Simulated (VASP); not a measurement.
# HC18N in VASP: notebook

The runs below take HC18N through single point, with PBEsol.

Program: VASP 6.6.1. These are calculated values, not measurements. Logs are shortened: lines on timing, memory, paths and dates and some standing lists are left out, and cuts for length are marked.

### 1 The cell of the first run

The cell holds a slab with vacuum, 20 atoms: a = 7.398 Å, b = 7.398 Å, c = 11.000 Å, α = 90.00°, β = 90.00°, γ = 120.00°.

### 2 Single point, PBEsol

INCAR

```
  PREC = Accurate
  ENCUT = 520
  EDIFF = 1E-7
  ISMEAR = -1
  SIGMA = 0.05
  LREAL = Auto
  LASPH = T
  NELM = 60
  ALGO = Normal
  ISIF = 2
  LWAVE = F
  LCHARG = F
  GGA = PS
  NBANDS = 55
```

KPOINTS

```
regular mesh
0
Gamma
  2 2 1
```

POSCAR

```
HC18N
1.0
    7.3980000000      0.0000000000      0.0000000000
   -3.6990000000      6.4068560000      0.0000000000
    0.0000000000      0.0000000000     11.0000000000
C N H
18 1 1
Direct
    0.0174275116      0.0063171436      0.0915133472
    0.2344504237      0.1150524316      0.0970898881
    0.0162052355      0.3420380849      0.1343963803
    0.2389480224      0.4500803464      0.1062895862
    0.0132818310      0.6652465734      0.0899379525
    0.2343862092      0.7803896682      0.0940812534
    0.3445409207      0.0019998005      0.0913677983
    0.5670637649      0.1138725478      0.0931629521
    0.3461982684      0.3384325486      0.1015706651
    0.5678478248      0.4492909686      0.0925997478
    0.3448256873      0.6680592143      0.0947574295
    0.5663005863      0.7793209500      0.0863628006
    0.6737229173      0.0000362914      0.0920962623
    0.8952073131      0.1026098617      0.1192347535
    0.6792083336      0.3368951965      0.0953174802
    0.9000261714      0.4495241744      0.1041185266
    0.6741535821      0.6671727618      0.0833247920
    0.9025743036      0.7802125574      0.0592301934
    0.9474235240      0.2017066145      0.2365951642
    0.9102816190     -0.2112207656     -0.0430469935
```

Potentials or basis: VASP PAW PBE potentials, release 64 (C, N, H).

Command:

```sh
cat potpaw_PBE.64/C/POTCAR potpaw_PBE.64/N/POTCAR potpaw_PBE.64/H/POTCAR > POTCAR
mpirun -np 1 vasp_std > vasp.out
```

OUTCAR:

```text
PREC = Accurate
   ENCUT = 520
   EDIFF = 1E-7
   ISMEAR = -1
   LREAL = Auto
   LASPH = T
   NELM = 60
   ISIF = 2
   GGA = PS

 ion  position               nearest neighbor table
   1  0.017  0.006  0.092-   2 1.39  14 1.44  18 1.49
   2  0.234  0.115  0.097-   1 1.39   7 1.43   9 1.43
   3  0.016  0.342  0.134-  19 1.44   4 1.46  16 1.47  14 1.54
   4  0.239  0.450  0.106-  11 1.40   9 1.40   3 1.46
   5  0.013  0.665  0.090-  16 1.39   6 1.42  18 1.48
   6  0.234  0.780  0.094-   5 1.42   7 1.42  11 1.43
   7  0.345  0.002  0.091-   6 1.42   8 1.43   2 1.43
   8  0.567  0.114  0.093-  13 1.41   7 1.43  15 1.43
   9  0.346  0.338  0.102-   4 1.40  10 1.42   2 1.43
  10  0.568  0.449  0.093-  17 1.40   9 1.42  15 1.43
  11  0.345  0.668  0.095-   4 1.40  12 1.42   6 1.43
  12  0.566  0.779  0.086-  17 1.41  13 1.42  11 1.42
  13  0.674  0.000  0.092-   8 1.41  12 1.42  14 1.45
  14  0.895  0.103  0.119-   1 1.44  19 1.44  13 1.45   3 1.54
  15  0.679  0.337  0.095-  16 1.42   8 1.43  10 1.43
  16  0.900  0.450  0.104-   5 1.39  15 1.42   3 1.47
  17  0.674  0.667  0.083-  10 1.40  12 1.41  18 1.49
  18  0.903  0.780  0.059-  20 1.13   5 1.48  17 1.49   1 1.49
  19  0.947  0.202  0.237-  14 1.44   3 1.44
  20  0.910  0.789  0.957-  18 1.13

  LATTYP: Found a hexagonal cell.
 ALAT       =     7.3980000000
 C/A-ratio  =     1.4868883482

  Lattice vectors:

 A1 = (   7.3980000000,   0.0000000000,   0.0000000000)
 A2 = (  -3.6990000000,   6.4068560000,   0.0000000000)
 A3 = (   0.0000000000,   0.0000000000,  11.0000000000)

Analysis of symmetry for initial positions (statically):
=====================================================================
 Subroutine PRICEL returns:
 Original cell was already a primitive cell.

 Routine SETGRP: Setting up the symmetry group for a
 hexagonal supercell.

 Subroutine GETGRP returns: Found  1 space group operations
 (whereof  1 operations were pure point group operations)
 out of a pool of 24 trial point group operations.

The static configuration has the point symmetry C_1 .

Analysis of symmetry for dynamics (positions and initial velocities):
=====================================================================
 Subroutine PRICEL returns:
 Original cell was already a primitive cell.

 Routine SETGRP: Setting up the symmetry group for a
 hexagonal supercell.

 Subroutine GETGRP returns: Found  1 space group operations
 (whereof  1 operations were pure point group operations)
 out of a pool of 24 trial point group operations.

The dynamic configuration has the point symmetry C_1 .

 Subroutine INISYM returns: Found  1 space group operations
 (whereof  1 operations are pure point group operations),
 and found     1 'primitive' translations

----------------------------------------------------------------------------------------

                                     Primitive cell

  volume of cell :     521.3771

  direct lattice vectors                    reciprocal lattice vectors
     7.398000000  0.000000000  0.000000000     0.135171668  0.078041398  0.000000000
    -3.699000000  6.406856000  0.000000000     0.000000000  0.156082796  0.000000000
     0.000000000  0.000000000 11.000000000     0.000000000  0.000000000  0.090909091

  length of vectors
     7.398000000  7.398000054 11.000000000     0.156082797  0.156082796  0.090909091

  position of ions in fractional coordinates (direct lattice)
     0.017427512  0.006317144  0.091513347
     0.234450424  0.115052432  0.097089888
     0.016205236  0.342038085  0.134396380
     0.238948022  0.450080346  0.106289586
     0.013281831  0.665246573  0.089937953
     0.234386209  0.780389668  0.094081253
[... 12 lines left out ...]
     0.947423524  0.201706614  0.236595164
     0.910281619  0.788779234  0.956953007

  ion indices of the primitive-cell ions
   primitive index   ion index
                 1           1
                 2           2
                 3           3
                 4           4
                 5           5
                 6           6
[... 12 lines left out ...]
                19          19
                20          20

----------------------------------------------------------------------------------------

 KPOINTS: regular mesh

Automatic generation of k-mesh.
 Grid dimensions read from file:
 generate k-points for:    2    2    1

 Generating k-lattice:

  Cartesian coordinates                     Fractional coordinates (reciprocal lattice)
     0.067585834  0.039020699  0.000000000     0.500000000 -0.000000000  0.000000000
     0.000000000  0.078041398  0.000000000     0.000000000  0.500000000  0.000000000
     0.000000000  0.000000000  0.090909091     0.000000000  0.000000000  1.000000000

  Length of vectors
     0.078041399  0.078041398  0.090909091

  Shift w.r.t. Gamma in fractional coordinates (k-lattice)
     0.000000000  0.000000000  0.000000000

 Subroutine IBZKPT returns following result:
 ===========================================

 Found      4 irreducible k-points:

 Following reciprocal coordinates:
            Coordinates               Weight
  0.000000  0.000000  0.000000      1.000000
  0.500000 -0.000000  0.000000      1.000000
  0.000000  0.500000  0.000000      1.000000
  0.500000  0.500000  0.000000      1.000000
   k-points           NKPTS =      4   k-points in BZ     NKDIM =      4   number of bands    NBANDS=     55
   number of dos      NEDOS =    301   number of ions     NIONS =     20
   total plane-waves  NPLWV = 263424
   dimension x,y,z NGX =    56 NGY =   56 NGZ =   84
   dimension x,y,z NGXF=   112 NGYF=  112 NGZF=  168
   ions per type =              18   1   1
   NGX,Y,Z   is equivalent  to a cutoff of  12.58, 12.58, 12.70 a.u.
   NGXF,Y,Z  is equivalent  to a cutoff of  25.17, 25.17, 25.39 a.u.
 SYSTEM =  unknown system
   PREC   = accura    normal or accurate (medium, high low for compatibility)
   ISTART =      0    job   : 0-new  1-cont  2-samecut
   ICHARG =      2    charge: 1-file 2-atom 10-const
   ISPIN  =      1    spin polarized calculation?
   LNONCOLLINEAR =      F non collinear calculations
   LSORBIT =      F    spin-orbit coupling
   LASPH  =      T    aspherical Exc in radial PAW
   ENCUT  =  520.0 eV  38.22 Ry    6.18 a.u.  13.76 13.76 20.45*2*pi/ulx,y,z
   NELM   =     60;   NELMIN=  2; NELMDL= -5     # of ELM steps
   EDIFF  = 0.1E-06   stopping-criterion for ELM
   LREAL  =      T    real-space projection
   EDIFFG = 0.1E-05   stopping-criterion for IOM
   NSW    =      0    number of steps for IOM
   IBRION =     -1    ionic relax: 0-MD 1-quasi-New 2-CG
   NFREE  =      0    steps in history (QN), initial steepest desc. (CG)
   ISIF   =      2    stress and relaxation
   ISYM   =      2    0-nonsym 1-usesym 2-fastsym
   POTIM  = 0.5000    time-step for ionic-motion
   TEBEG  =    0.0;   TEEND  =   0.0 temperature during run
   PSTRESS=    0.0 pullay stress
   NELECT =      78.0000    total number of electrons
   NUPDOWN=      -1.0000    fix difference up-down
   EMIN   =  10.00;   EMAX   =-10.00  energy-range for DOS
   EFERMI =   0.00;   METHOD = LEGACY
   ISMEAR =    -1;   SIGMA  =   0.05  broadening in eV -4-tet -1-fermi 0-gaus
   EFERMI_NEDOS =   21; number of points for ismear=-14 and -15
   IALGO  =     38    algorithm
   IMIX   =      4    mixing-type and parameters
     AMIX     =   0.40;   BMIX     =  1.00
     AMIX_MAG =   1.60;   BMIX_MAG =  1.00
  volume/ion in A,a.u.               =      26.07       175.92
  Fermi-wavevector in a.u.,A,eV,Ry     =   0.869072  1.642308 10.276289  0.755286
  Thomas-Fermi vector in A             =   1.987841
   LORBIT       =      0    0 simple, 1 ext, 2 COOP (PROOUT), +10 PAW based schemes
   GGA     = PS    functional components
   LHFCALC =     F    Hartree Fock is set to
   AEXX    =    0.0000 exact exchange contribution
   IVDW    =     0    specifies the selected vdW correction
   LEPSILON=     F    determine dielectric tensor
   LRPA    =     F    only Hartree local field effects (RPA)
 non-spin polarized calculation
  energy-cutoff  :      520.00
  volume of cell :      521.38
 maximum number of plane-waves:     14099
 NGX is ok and might be reduce to    56
   NGX = 27   NGY = 27   NGZ = 41

 number of electron      77.9999997 magnetization

 Free energy of the ion-electron system (eV)
  ---------------------------------------------------
  ext. energy  EPLUGINS =         0.00000000
  ---------------------------------------------------
  free energy    TOTEN  =      -180.32837317 eV

  energy without entropy =     -180.32515072  energy(sigma->0) =     -180.32676194

 E-fermi :  -1.7702     XC(G=0):  -4.1912

 val. band max:       -2.0064537277   @ k =   0.0000   0.5000   0.0000
 cond. band min:      -1.5115100728   @ k =   0.0000   0.0000   0.0000
 fundamental gap:      0.4949436549
 Fermi energy:        -1.7701822002

 k-point     1 :       0.0000    0.0000    0.0000
  band No.  band energies     occupation
      1     -22.2944      2.00000
      2     -20.5617      2.00000
      3     -18.8005      2.00000
      4     -18.6608      2.00000
      5     -18.6264      2.00000
      6     -18.5734      2.00000
[... 43 lines left out ...]
     50       4.4893      0.00000
     51       4.8623      0.00000

 k-point     2 :       0.5000   -0.0000    0.0000
  band No.  band energies     occupation
      1     -22.2140      2.00000
      2     -20.5244      2.00000
      3     -20.0177      2.00000
      4     -19.2636      2.00000
      5     -18.1878      2.00000
      6     -16.8440      2.00000
[... 43 lines left out ...]
     50       4.3683      0.00000
     51       4.4139      0.00000

 k-point     3 :       0.0000    0.5000    0.0000
  band No.  band energies     occupation
      1     -22.2082      2.00000
      2     -20.6346      2.00000
      3     -19.8304      2.00000
      4     -19.3069      2.00000
      5     -18.2193      2.00000
      6     -16.8494      2.00000
[... 43 lines left out ...]
     50       4.4112      0.00000
     51       4.5526      0.00000

 k-point     4 :       0.5000    0.5000    0.0000
  band No.  band energies     occupation
      1     -22.2121      2.00000
      2     -20.5829      2.00000
      3     -19.9205      2.00000
      4     -19.2743      2.00000
      5     -18.2104      2.00000
      6     -16.8988      2.00000
[... 43 lines left out ...]
     50       4.4051      0.00000
     51       4.5601      0.00000
 [bands above 51 left out]

------------------------ aborting loop because EDIFF is reached ----------------------------------------

  FORCE on cell =-STRESS in cart. coord.  units (eV):
  Direction    XX          YY          ZZ          XY          YZ          ZX
  --------------------------------------------------------------------------------------
  -------------------------------------------------------------------------------------
  Total        4.7200335     -0.0867969      0.1269791      1.4153147     -0.0243956     -0.0061072
  in kB       14.5045309     -0.2667244      0.3902032      4.3492225     -0.0749670     -0.0187672
  external PRESSURE =       4.8760032 kB  Pullay stress =       0.0000000 kB

 VOLUME and BASIS-vectors are now :
 -----------------------------------------------------------------------------
  energy-cutoff  :      520.00
  volume of cell :      521.38
      direct lattice vectors                 reciprocal lattice vectors
     7.398000000  0.000000000  0.000000000     0.135171668  0.078041398  0.000000000
    -3.699000000  6.406856000  0.000000000     0.000000000  0.156082796  0.000000000
     0.000000000  0.000000000 11.000000000     0.000000000  0.000000000  0.090909091

 POSITION                                       TOTAL-FORCE (eV/Angst)
 -----------------------------------------------------------------------------------
      0.10556      0.04047      1.00665        -0.005294     -0.000232     -0.010190
      1.30889      0.73712      1.06799         0.004363      0.001958      0.007560
     -1.14531      2.19139      1.47836        -0.001612      0.092529     -0.063016
      0.10289      2.88360      1.16919        -0.012847     -0.007871     -0.005320
     -2.36249      4.26214      0.98932        -0.007693      0.011787     -0.001398
     -1.15267      4.99984      1.03489        -0.002774      0.004730     -0.002678
[... 12 lines left out ...]
      6.26293      1.29231      2.60255         0.001189     -0.020201      0.204250
      3.81657      5.05359     10.52648         0.000505      0.002707     -0.038314
 -----------------------------------------------------------------------------------
    total drift:                               -0.012523     -0.012639     -0.010462

  FREE ENERGIE OF THE ION-ELECTRON SYSTEM (eV)
  ---------------------------------------------------
  free  energy   TOTEN  =      -180.3283731670 eV

  energy  without entropy=     -180.3251507203  energy(sigma->0) =     -180.32676194
```

Wall time 2.7 min (1 thread of Intel Xeon 6975P-C (Granite Rapids), shared host); peak memory 0.6 GiB.

Results:

```
Free energy            : -180.3284 eV
Largest force          : 0.205 eV/Å
Band gap on the k mesh : 0.49 eV (least direct gap 0.50 eV)
```

Forces on the atoms (eV/Å):
```
C   -0.005  0.000 -0.010
C    0.004  0.002  0.008
C   -0.002  0.093 -0.063
C   -0.013 -0.008 -0.005
C   -0.008  0.012 -0.001
C   -0.003  0.005 -0.003
C    0.001 -0.004 -0.007
C   -0.004  0.005 -0.001
C    0.008 -0.005  0.006
C    0.004 -0.001  0.000
C   -0.004 -0.002 -0.002
C    0.001  0.002 -0.006
C    0.007  0.001 -0.012
C   -0.010 -0.068 -0.083
C    0.003 -0.005 -0.002
C    0.008 -0.013  0.003
C    0.007  0.008  0.000
C    0.004 -0.003  0.012
N    0.001 -0.020  0.204
H    0.001  0.003 -0.038
```

Caveat: the k points lie up to 0.49 Å⁻¹ apart; the PAW data sets were made with another functional, which shifts forces and pressure a little.

### 3 Single point, PBEsol

INCAR

```
SYSTEM = HC18N
PREC = Accurate
ENCUT = 520
EDIFF = 1E-6
ISMEAR = -1
SIGMA = 0.05
LREAL = Auto
LASPH = .True.
NELM = 80
ALGO = Normal
ISIF = 2
LWAVE = .False.
LCHARG = .False.
GGA = PS
NBANDS = 55
```

KPOINTS

```
regular mesh
0
Gamma
  2 2 1
  0 0 0
```

POSCAR

```
HC18N
1.0
    7.3980000000      0.0000000000      0.0000000000
   -3.6990000000      6.4068560000      0.0000000000
    0.0000000000      0.0000000000     11.0000000000
C N H
18 1 1
Direct
    0.0177767563     -0.0054029621      0.0809019091
    0.2343143583      0.1080269324      0.0863641818
    0.0086957759      0.3294139903      0.1284888182
    0.2373380154      0.4432910619      0.1052759091
    0.0121864180      0.6639562369      0.0896992727
    0.2352364966      0.7768782379      0.0894579091
    0.3458465877     -0.0029167192      0.0842345455
    0.5686488073      0.1083724997      0.0840386364
    0.3453422121      0.3343705555      0.0930432727
    0.5686842166      0.4456533751      0.0857096364
    0.3452218407      0.6637242978      0.0912719091
    0.5651682684      0.7742565152      0.0799771818
    0.6734368958     -0.0046650026      0.0793675455
    0.8973955007      0.0974952457      0.1052916364
    0.6808184018      0.3344005234      0.0894890909
    0.8976030620      0.4430828475      0.1008468182
    0.6793533632      0.6653133768      0.0819187273
    0.9031775112      0.7744509944      0.0795947273
    0.9370140998      0.1723731578      0.2326836364
    0.7832285635      0.1192065188      0.2621934545
```

Potentials or basis: VASP PAW PBE potentials, release 64 (C, N, H).

Command:

```sh
cat potpaw_PBE.64/C/POTCAR potpaw_PBE.64/N/POTCAR potpaw_PBE.64/H/POTCAR > POTCAR
mpirun -np 1 vasp_std > vasp.out
```

OUTCAR:

```text
SYSTEM = HC18N
   PREC = Accurate
   ENCUT = 520
   EDIFF = 1E-6
   ISMEAR = -1
   LREAL = Auto
   LASPH = .True.
   NELM = 80
   ISIF = 2
   GGA = PS

 ion  position               nearest neighbor table
   1  0.018  0.995  0.081-   2 1.39  18 1.41  14 1.46
   2  0.234  0.108  0.086-   1 1.39   7 1.43   9 1.45
   3  0.009  0.329  0.128-  16 1.47   4 1.49  14 1.51  19 1.53
   4  0.237  0.443  0.105-   9 1.40  11 1.42   3 1.49
   5  0.012  0.664  0.090-  18 1.41  16 1.42   6 1.43
   6  0.235  0.777  0.089-   7 1.41   5 1.43  11 1.43
[... 444 lines left out ...]
  Total       -0.2128467     -0.0562624      0.2906261     -1.6384241      3.0471768      0.1840651
  in kB       -0.6540721     -0.1728927      0.8930860     -5.0348313      9.3638892      0.5656270
  external PRESSURE =       0.0220404 kB  Pullay stress =       0.0000000 kB

 VOLUME and BASIS-vectors are now :
 -----------------------------------------------------------------------------
  energy-cutoff  :      520.00
  volume of cell :      521.38
      direct lattice vectors                 reciprocal lattice vectors
     7.398000000  0.000000000  0.000000000     0.135171668  0.078041398  0.000000000
    -3.699000000  6.406856000  0.000000000     0.000000000  0.156082796  0.000000000
     0.000000000  0.000000000 11.000000000     0.000000000  0.000000000  0.090909091

 POSITION                                       TOTAL-FORCE (eV/Angst)
 -----------------------------------------------------------------------------------
     -3.54750      6.37224      0.88992        -0.012448     -0.085650     -0.168364
      1.33387      0.69211      0.95001        -0.014186     -0.103067     -0.009243
     -1.15417      2.11051      1.41338        -0.002693     -0.019979      0.130197
      0.11609      2.84010      1.15804         0.004614     -0.086579      0.004969
     -2.36582      4.25387      0.98669        -0.002451     -0.097979     -0.023521
     -1.13339      4.97735      0.98404        -0.010295     -0.097850     -0.013091
[... 12 lines left out ...]
      6.29442      1.10437      2.55952        -0.440705      0.563613      0.110233
      5.35338      0.76374      2.88413         0.467675      1.140395      0.089534
 -----------------------------------------------------------------------------------
    total drift:                               -0.028613     -0.006585     -0.011234

  FREE ENERGIE OF THE ION-ELECTRON SYSTEM (eV)
  ---------------------------------------------------
  free  energy   TOTEN  =      -182.6813348789 eV

  energy  without entropy=     -182.6666997470  energy(sigma->0) =     -182.67401731
```

It took 2.2 min on 1 thread of Intel Xeon 6975P-C (Granite Rapids), shared host; peak memory 0.59 GiB.

What came out:

```yaml
Free_energy: -182.6813 eV
Largest_force: 1.236 eV/Å
Band_gap_on_the_k_mesh: 0.24 eV
```

Forces on the atoms (eV/Å):
```
C   -0.012 -0.086 -0.168
C   -0.014 -0.103 -0.009
C   -0.003 -0.020  0.130
C    0.005 -0.087  0.005
C   -0.002 -0.098 -0.024
C   -0.010 -0.098 -0.013
C   -0.004 -0.106  0.007
C   -0.002 -0.091  0.041
C   -0.005 -0.094 -0.003
C   -0.008 -0.090 -0.003
C    0.005 -0.099 -0.024
C    0.008 -0.106 -0.038
C    0.008 -0.092  0.002
C    0.033 -0.184 -0.056
C   -0.005 -0.103  0.022
C   -0.006 -0.084  0.025
C   -0.003 -0.087 -0.034
C   -0.010 -0.078 -0.061
N   -0.441  0.564  0.110
H    0.468  1.140  0.090
```

Levels at points of the mesh, in eV from the valence-band top:
| k point | band 35 | band 36 | band 37 | band 38 | band 39 | band 40 | band 41 | band 42 | band 43 | band 44 |
| --- | --- | --- | --- | --- | --- | --- | --- | --- | --- | --- |
| (0.00, 0.00, 0.00) | -3.00 | -2.94 | -2.48 | -0.88 | 0.00 | 0.24 | 1.33 | 3.27 | 3.50 | 4.72 |
| (0.50, 0.00, 0.00) | -2.73 | -2.50 | -2.33 | -1.97 | -1.37 | 1.44 | 2.09 | 2.58 | 2.60 | 3.76 |
| (0.00, 0.50, 0.00) | -2.67 | -2.57 | -2.38 | -2.01 | -0.80 | 0.68 | 2.14 | 2.58 | 2.89 | 3.64 |
| (0.50, 0.50, 0.00) | -2.78 | -2.52 | -2.31 | -2.06 | -1.33 | 1.45 | 2.14 | 2.56 | 2.59 | 3.80 |

Caveat: the k points lie up to 0.49 Å⁻¹ apart; the PAW data sets were made with another functional, which shifts forces and pressure a little.

[end of part 1 of 2]
